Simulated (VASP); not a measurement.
# Ti (Fm-3m) in VASP: further runs

The runs below take Ti through single point, with PBE.

All numbers are computed with VASP 6.6.1; they aren't measurements. Logs are shortened: lines on timing, memory, paths and dates and some standing lists are left out, and cuts for length are marked.

**1. The cell of the first run**

The structure is cubic, space group Fm-3m (No. 225). The conventional cell has a = 3.940 Å, b = 3.940 Å, c = 3.940 Å, α = 90.00°, β = 90.00°, γ = 90.00°. Ti (site symmetry m-3m) has 12 Ti at 2.79 Å within 3.7 Å.

This isn't the form of Ti at room conditions, which is hcp.

**2. Single point, PBE (15.29 Å³/atom)**

INCAR reads:

```
SYSTEM = Ti
PREC = Accurate ; ENCUT = 520
EDIFF = 1E-6 ; ISMEAR = 0
SIGMA = 0.15 ; LREAL = .False.
LASPH = .True. ; NELM = 100
ALGO = Normal ; ISIF = 2
LWAVE = .False. ; LCHARG = .False.
GGA = PE ; NBANDS = 12
```

KPOINTS reads:

```
Automatic mesh
0
Gamma
  20 20 20
  0 0 0
```

POSCAR reads:

```
Ti
1.0
    0.0000000000      1.9700967941      1.9700967941
    1.9700967941      0.0000000000      1.9700967941
    1.9700967941      1.9700967941      0.0000000000
Ti
1
Direct
    0.0000000000      0.0000000000      0.0000000000
```

Potentials or basis: VASP PAW PBE potentials, release 64 (Ti_sv).

Started as:

```
$ cat potpaw_PBE.64/Ti_sv/POTCAR > POTCAR
$ mpirun -np 1 vasp_std > vasp.out
```

OUTCAR:

```text
SYSTEM = Ti
   PREC = Accurate
   ENCUT = 520
   EDIFF = 1E-6
   ISMEAR = 0
   LREAL = .False.
   LASPH = .True.
   NELM = 100
   ISIF = 2
   GGA = PE

 ion  position               nearest neighbor table
   1  0.000  0.000  0.000-

  LATTYP: Found a face centered cubic cell.
 ALAT       =     3.9401935882

  Lattice vectors:

 A1 = (   0.0000000000,   1.9700967941,   1.9700967941)
 A2 = (   1.9700967941,   0.0000000000,   1.9700967941)
 A3 = (   1.9700967941,   1.9700967941,   0.0000000000)

Analysis of symmetry for initial positions (statically):
=====================================================================
 Subroutine PRICEL returns:
 Original cell was already a primitive cell.

 Routine SETGRP: Setting up the symmetry group for a
 face centered cubic supercell.

 Subroutine GETGRP returns: Found 48 space group operations
 (whereof 48 operations were pure point group operations)
 out of a pool of 48 trial point group operations.

The static configuration has the point symmetry O_h .

Analysis of symmetry for dynamics (positions and initial velocities):
=====================================================================
 Subroutine PRICEL returns:
 Original cell was already a primitive cell.

 Routine SETGRP: Setting up the symmetry group for a
 face centered cubic supercell.

 Subroutine GETGRP returns: Found 48 space group operations
 (whereof 48 operations were pure point group operations)
 out of a pool of 48 trial point group operations.

The dynamic configuration has the point symmetry O_h .

 Subroutine INISYM returns: Found 48 space group operations
 (whereof 48 operations are pure point group operations),
 and found     1 'primitive' translations

----------------------------------------------------------------------------------------

                                     Primitive cell

  volume of cell :      15.2930

  direct lattice vectors                    reciprocal lattice vectors
     0.000000000  1.970096794  1.970096794    -0.253794637  0.253794637  0.253794637
     1.970096794  0.000000000  1.970096794     0.253794637 -0.253794637  0.253794637
     1.970096794  1.970096794  0.000000000     0.253794637  0.253794637 -0.253794637

  length of vectors
     2.786137605  2.786137605  2.786137605     0.439585205  0.439585205  0.439585205

  position of ions in fractional coordinates (direct lattice)
     0.000000000  0.000000000  0.000000000

  ion indices of the primitive-cell ions
   primitive index   ion index
                 1           1

----------------------------------------------------------------------------------------

 KPOINTS: Automatic mesh

Automatic generation of k-mesh.
 Grid dimensions read from file:
 generate k-points for:   20   20   20

 Generating k-lattice:

  Cartesian coordinates                     Fractional coordinates (reciprocal lattice)
    -0.012689732  0.012689732  0.012689732     0.050000000  0.000000000  0.000000000
     0.012689732 -0.012689732  0.012689732     0.000000000  0.050000000  0.000000000
     0.012689732  0.012689732 -0.012689732     0.000000000  0.000000000  0.050000000

  Length of vectors
     0.021979260  0.021979260  0.021979260

  Shift w.r.t. Gamma in fractional coordinates (k-lattice)
     0.000000000  0.000000000  0.000000000

 Subroutine IBZKPT returns following result:
 ===========================================

 Found    256 irreducible k-points:

 Following reciprocal coordinates:
            Coordinates               Weight
  0.000000  0.000000  0.000000      1.000000
  0.050000  0.000000  0.000000      8.000000
  0.100000  0.000000  0.000000      8.000000
  0.150000  0.000000  0.000000      8.000000
  0.200000  0.000000  0.000000      8.000000
  0.250000  0.000000  0.000000      8.000000
[... 16 lines left out ...]
 -0.400000  0.050000  0.000000     24.000000
 -0.350000  0.050000  0.000000     24.000000
 [... further k-points ...]
   k-points           NKPTS =    256   k-points in BZ     NKDIM =    256   number of bands    NBANDS=     12
   number of dos      NEDOS =    301   number of ions     NIONS =      1
   total plane-waves  NPLWV =  13824
   dimension x,y,z NGX =    24 NGY =   24 NGZ =   24
   dimension x,y,z NGXF=    48 NGYF=   48 NGZF=   48
   ions per type =               1
   NGX,Y,Z   is equivalent  to a cutoff of  14.32, 14.32, 14.32 a.u.
   NGXF,Y,Z  is equivalent  to a cutoff of  28.64, 28.64, 28.64 a.u.
 SYSTEM =  Ti
   PREC   = accura    normal or accurate (medium, high low for compatibility)
   ISTART =      0    job   : 0-new  1-cont  2-samecut
   ICHARG =      2    charge: 1-file 2-atom 10-const
   ISPIN  =      1    spin polarized calculation?
   LNONCOLLINEAR =      F non collinear calculations
   LSORBIT =      F    spin-orbit coupling
   LASPH  =      T    aspherical Exc in radial PAW
   ENCUT  =  520.0 eV  38.22 Ry    6.18 a.u.   5.18  5.18  5.18*2*pi/ulx,y,z
   NELM   =    100;   NELMIN=  2; NELMDL= -5     # of ELM steps
   EDIFF  = 0.1E-05   stopping-criterion for ELM
   LREAL  =      F    real-space projection
   EDIFFG = 0.1E-04   stopping-criterion for IOM
   NSW    =      0    number of steps for IOM
   IBRION =     -1    ionic relax: 0-MD 1-quasi-New 2-CG
   NFREE  =      0    steps in history (QN), initial steepest desc. (CG)
   ISIF   =      2    stress and relaxation
   ISYM   =      2    0-nonsym 1-usesym 2-fastsym
   POTIM  = 0.5000    time-step for ionic-motion
   TEBEG  =    0.0;   TEEND  =   0.0 temperature during run
   PSTRESS=    0.0 pullay stress
   NELECT =      12.0000    total number of electrons
   NUPDOWN=      -1.0000    fix difference up-down
   EMIN   =  10.00;   EMAX   =-10.00  energy-range for DOS
   EFERMI =   0.00;   METHOD = LEGACY
   ISMEAR =     0;   SIGMA  =   0.15  broadening in eV -4-tet -1-fermi 0-gaus
   EFERMI_NEDOS =   21; number of points for ismear=-14 and -15
   IALGO  =     38    algorithm
   IMIX   =      4    mixing-type and parameters
     AMIX     =   0.40;   BMIX     =  1.00
     AMIX_MAG =   1.60;   BMIX_MAG =  1.00
  volume/ion in A,a.u.               =      15.29       103.20
  Fermi-wavevector in a.u.,A,eV,Ry     =   1.509979  2.853447 31.021797  2.280038
  Thomas-Fermi vector in A             =   2.620230
   LORBIT       =      0    0 simple, 1 ext, 2 COOP (PROOUT), +10 PAW based schemes
   GGA     = PE    functional components
   LHFCALC =     F    Hartree Fock is set to
   AEXX    =    0.0000 exact exchange contribution
   IVDW    =     0    specifies the selected vdW correction
   LEPSILON=     F    determine dielectric tensor
   LRPA    =     F    only Hartree local field effects (RPA)
 non-spin polarized calculation
 Gauss-broadening in eV      SIGMA  =   0.15
  energy-cutoff  :      520.00
  volume of cell :       15.29
 maximum number of plane-waves:       424
 NGX is ok and might be reduce to    24
   NGX = 11   NGY = 11   NGZ = 11

 number of electron      12.0000000 magnetization

 Free energy of the ion-electron system (eV)
  ---------------------------------------------------
  ext. energy  EPLUGINS =         0.00000000
  ---------------------------------------------------
  free energy    TOTEN  =        -7.68935316 eV

  energy without entropy =       -7.67309648  energy(sigma->0) =       -7.68122482

 E-fermi :   9.6459     XC(G=0): -12.1106

 val. band max:        9.6436964178   @ k =   0.3000   0.0000   0.0000
 cond. band min:       9.6484718261   @ k =  -0.4000   0.3000   0.1500
 fundamental gap:      0.0047754082
 Fermi energy:         9.6458954001

 k-point     1 :       0.0000    0.0000    0.0000
  band No.  band energies     occupation
      1     -46.8659      2.00000
      2     -22.5438      2.00000
      3     -22.5438      2.00000
      4     -22.5438      2.00000
      5       3.2688      2.00000
      6      10.5893      0.00000
      7      10.5893      0.00000
      8      10.5893      0.00000
      9      12.5271      0.00000
     10      12.5271      0.00000
     11      25.6013      0.00000
     12      30.7178      0.00000

 k-point     2 :       0.0500    0.0000    0.0000
  band No.  band energies     occupation
      1     -46.8610      2.00000
      2     -22.5696      2.00000
      3     -22.5469      2.00000
      4     -22.5469      2.00000
      5       3.3609      2.00000
      6      10.5287      0.00000
      7      10.6243      0.00000
      8      10.6243      0.00000
      9      12.5027      0.00000
     10      12.5027      0.00000
     11      25.7022      0.00000
     12      29.9942      0.00000

 k-point     3 :       0.1000    0.0000    0.0000
  band No.  band energies     occupation
      1     -46.8468      2.00000
      2     -22.6441      2.00000
      3     -22.5559      2.00000
      4     -22.5559      2.00000
      5       3.6309      2.00000
      6      10.3619      0.00000
      7      10.7183      0.00000
      8      10.7183      0.00000
      9      12.4437      0.00000
     10      12.4437      0.00000
     11      25.9515      0.00000
     12      28.6104      0.00000
[... 286 lines left out ...]
 k-point    23 :      -0.4000    0.0500    0.0000
  band No.  band energies     occupation
      1     -46.6739      2.00000
      2     -23.4763      2.00000
      3     -22.6847      2.00000
      4     -22.6578      2.00000
      5       6.7211      2.00000
      6      10.1069      0.00001
      7      10.5072      0.00000
      8      10.5584      0.00000
      9      13.4719      0.00000
     10      13.8594      0.00000
     11      20.0005      0.00000
     12      25.1731      0.00000

 k-point    24 :      -0.3500    0.0500    0.0000
  band No.  band energies     occupation
      1     -46.6941      2.00000
      2     -23.3828      2.00000
      3     -22.6754      2.00000
      4     -22.6422      2.00000
      5       6.4948      2.00000
      6       9.8104      0.12080
      7      10.5633      0.00000
      8      10.6594      0.00000
      9      13.1417      0.00000
     10      13.6073      0.00000
     11      21.0212      0.00000
     12      25.5435      0.00000

 [... further k-points ...]

------------------------ aborting loop because EDIFF is reached ----------------------------------------

  FORCE on cell =-STRESS in cart. coord.  units (eV):
  Direction    XX          YY          ZZ          XY          YZ          ZX
  --------------------------------------------------------------------------------------
  -------------------------------------------------------------------------------------
  Total        1.5889788      1.5889788      1.5889788     -0.0000000     -0.0000000      0.0000000
  in kB      166.4700077    166.4700077    166.4700077     -0.0000000     -0.0000000      0.0000000
  external PRESSURE =     166.4700077 kB  Pullay stress =       0.0000000 kB

 VOLUME and BASIS-vectors are now :
 -----------------------------------------------------------------------------
  energy-cutoff  :      520.00
  volume of cell :       15.29
      direct lattice vectors                 reciprocal lattice vectors
     0.000000000  1.970096794  1.970096794    -0.253794637  0.253794637  0.253794637
     1.970096794  0.000000000  1.970096794     0.253794637 -0.253794637  0.253794637
     1.970096794  1.970096794  0.000000000     0.253794637  0.253794637 -0.253794637

 POSITION                                       TOTAL-FORCE (eV/Angst)
 -----------------------------------------------------------------------------------
      0.00000      0.00000      0.00000        -0.000000      0.000000      0.000000
 -----------------------------------------------------------------------------------
    total drift:                                0.000000     -0.000000     -0.000000

  FREE ENERGIE OF THE ION-ELECTRON SYSTEM (eV)
  ---------------------------------------------------
  free  energy   TOTEN  =        -7.6893531617 eV

  energy  without entropy=       -7.6730964772  energy(sigma->0) =       -7.68122482
```

It took 26 s on 1 thread of AMD EPYC 9R45 (Zen 5), shared host; peak memory 0.14 GiB.

Results:

```
Free energy            : -7.6894 eV
Pressure               : 16.6 GPa
Band gap on the k mesh : zero (bands 6 and 7 overlap by 1.37 eV)
```

Caveat: the cell stands under pressure.

(Continued in part 2 of 2.)
